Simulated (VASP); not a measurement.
Write the native input for VASP 6.6.1 that does the following.

```yaml
Task: single point
Functional: PBE
Potentials_or_basis: VASP PAW PBE potentials, release 64 (Se, Zn)
Cutoff: 520 eV
k_mesh: 8 × 8 × 8
Occupations: gaussian, width 0.027 eV
Spin: no spin polarisation
Dipole_correction: no
Further_INCAR_settings: ALGO = Normal; EDIFF = 1e-06; NBANDS = 16
```

The structure of ZnSe (Stilleite) lies in POSCAR:

```
ZnSe
1.0
    0.0000000000      2.8338000000      2.8338000000
    2.8338000000      0.0000000000      2.8338000000
    2.8338000000      2.8338000000      0.0000000000
Se Zn
1 1
Direct
    0.7500000000      0.7500000000      0.7500000000
    0.0000000000      0.0000000000      0.0000000000
```

These files were run (other wordings do the same):

INCAR

```
SYSTEM = ZnSe
PREC     = Accurate       ! precision mode
ENCUT    = 520            ! plane-wave cutoff, eV
EDIFF    = 1E-6           ! SCF threshold, eV
ISMEAR   = 0              ! smearing method
SIGMA    = 0.027000000000000003 ! smearing width, eV
LREAL    = .False.        ! projectors in reciprocal space
LASPH    = .True.         ! aspherical terms in the spheres
NELM     = 80             ! most SCF steps
ALGO     = Normal         ! electronic algorithm
ISIF     = 2              ! what is computed and relaxed
LWAVE    = .False.        ! write WAVECAR
LCHARG   = .True.         ! write CHGCAR
GGA      = PE             ! functional
LELF     = .True.         ! ELF
LVHAR    = .True.       
NBANDS   = 16             ! bands
```

KPOINTS

```
regular mesh
0
Gamma
  8 8 8
  0 0 0
```

Potentials or basis: VASP PAW PBE potentials, release 64 (Se, Zn).

Launch:

```console
$ cat potpaw_PBE.64/Se/POTCAR potpaw_PBE.64/Zn/POTCAR > POTCAR
$ mpirun -np 1 vasp_std > vasp.out
```

Results of the run:

```
Pressure               : 2.3 GPa
Band gap on the k mesh : 1.29 eV, direct
```

It took 22 s on 1 thread of Intel(R) Xeon(R) Platinum 8375C CPU @ 2.90GHz (Ice Lake), on a shared host, peak memory 0.15 GiB.
